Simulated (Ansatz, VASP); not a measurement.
This is a calculation of MoS2 for VASP 6.6.1.

File INCAR:

```
SYSTEM = MoS2
PREC = Accurate ; ENCUT = 520
EDIFF = 1E-7 ; ISMEAR = -1
SIGMA = 0.05 ; LREAL = .False.
LASPH = .True. ; NELM = 60
ALGO = Normal ; ISIF = 2
LWAVE = .False. ; LCHARG = .False.
GGA = CA ; NBANDS = 20
```

The input KPOINTS:

```
Automatic mesh
0
Gamma
  10 10 10
  0 0 0
```

The input POSCAR:

```
MoS2
1.0
    1.5748587398      0.9092451173      6.0739551840
   -1.5748587398      0.9092451173      6.0739551840
    0.0000000000     -1.8184902347      6.0739551840
Mo S
1 2
Direct
    0.0000000000      0.0000000000      0.0000000000
    0.2500000000      0.2500000000      0.2500000000
    0.7500000000      0.7500000000      0.7500000000
```

Potentials or basis: VASP PAW LDA potentials, release 64 (Mo_sv, S).

The run is started by

```bash
$ cat potpaw_LDA.64/Mo_sv/POTCAR potpaw_LDA.64/S/POTCAR > POTCAR
$ mpirun -np 1 vasp_std > vasp.out
```

Question: Translate it to Ansatz 0.2.0. Potentials there: Ansatz PAW.

Answer: As run (the cutoff follows the program's own potentials):

Contents of input.yaml:

```yaml
crystal:
  lattice:
    - [1.5748587398, 0.9092451173, 6.073955184]
    - [-1.5748587398, 0.9092451173, 6.073955184]
    - [0.0, -1.8184902347, 6.073955184]
  atoms:
    - { symbol: Mo, position: [0.0, 0.0, 0.0] }
    - { symbol: S, position: [0.25, 0.25, 0.25] }
    - { symbol: S, position: [0.75, 0.75, 0.75] }
hamiltonian:
  xc: lda
  pseudopotentials: { kind: paw }
kpoints:
  mp_grid: { grid: [10, 10, 10] }
scf:
  occupations: { method: fermi_dirac, width: 0.05 }
output:
  forces: true
  stress: true
  eigenvalues: true
```

Potentials or basis: Ansatz PAW.

Run with:

```console
$ ansatz run input.yaml --threads 1 --pin off --max-ram 3584MiB --backend cpu --events-out ev --progress --plain --runs-dir out
```

Both were run:

|  | VASP | Ansatz | Ansatz less VASP |
| --- | --- | --- | --- |
| gap on the k mesh at the Fermi level (eV) | none | none | - |
| pressure (GPa) | 3.4 | 3.3 | -0.13 |
| traceless stress, the component that is largest in VASP (GPa) | 3.50 | 3.48 | -0.016 |
| rms of the force components (eV/Å) | 0.454 | 0.444 | -0.0097 |

LDA's correlation is that of Perdew and Zunger in VASP and of Perdew and Wang (1992) in Ansatz. Atom by atom the forces differ by 0.010 eV/Å (rms over components). A gap of «none» marks a metal or a gap that the smearing closes.
